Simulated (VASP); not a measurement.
Wanted: the native input for a VASP 6.6.1 run.

```yaml
Task: relaxation of cell and atoms
Functional: PBE
Dispersion: D3(BJ)
Potentials_or_basis: VASP PAW PBE potentials, release 64 (B, N)
Cutoff: 600 eV
k_mesh: 12 × 12 × 4
Occupations: gaussian, width 0.01 eV
Spin: no spin polarisation
Dipole_correction: no
Further_INCAR_settings: ALGO = Normal; EDIFF = 1e-06; IBRION = 2; EDIFFG = -0.002; NSW = 80; ISIF = 3
```

The structure of BN (hexagonal boron nitride) lies in POSCAR:

```
BN
1.0
    2.5040000000      0.0000000000      0.0000000000
   -1.2520000000      2.1685276111      0.0000000000
    0.0000000000      0.0000000000      6.6610000000
B N
2 2
Direct
    0.3333333333      0.6666666667      0.2500000000
    0.6666666667      0.3333333333      0.7500000000
    0.6666666667      0.3333333333      0.2500000000
    0.3333333333      0.6666666667      0.7500000000
```

One way to write it, as run:

INCAR

```
  PREC = Accurate
  ENCUT = 600
  EDIFF = 1E-6
  ISMEAR = 0
  SIGMA = 0.01
  LREAL = False
  LASPH = True
  NELM = 60
  ALGO = Normal
  ISIF = 3
  LWAVE = False
  LCHARG = False
  GGA = PE
  IVDW = 12
  IBRION = 2
  NSW = 80
  EDIFFG = -0.002
```

KPOINTS

```
Automatic mesh
0
Gamma
  12 12 4
```

Potentials or basis: VASP PAW PBE potentials, release 64 (B, N).

Run with:

```sh
$ cat potpaw_PBE.64/B/POTCAR potpaw_PBE.64/N/POTCAR > POTCAR
$ mpirun -np 1 vasp_std > vasp.out
```

Results of the run:

```yaml
Relaxed_volume: 8.92 Å³/atom
Relaxed_cell: a = 2.506 Å, b = 2.506 Å, c = 6.558 Å, α = 90.00°, β = 90.00°, γ = 120.00°
Space_group_after_relaxing_to_0.05_Å: P6_3/mmc (No. 194)
Energy_gained_by_relaxing: 0.3 meV/atom
Ionic_steps: 12
Pressure_after_relaxing: 0.0 GPa
Band_gap_on_the_k_mesh: 4.24 eV, indirect (least direct gap 4.63 eV)
Dispersion_energy_per_atom: -0.143 eV
```

It took 120 s on 1 thread of Intel Xeon 6975P-C, on a shared host, peak memory 0.18 GiB.
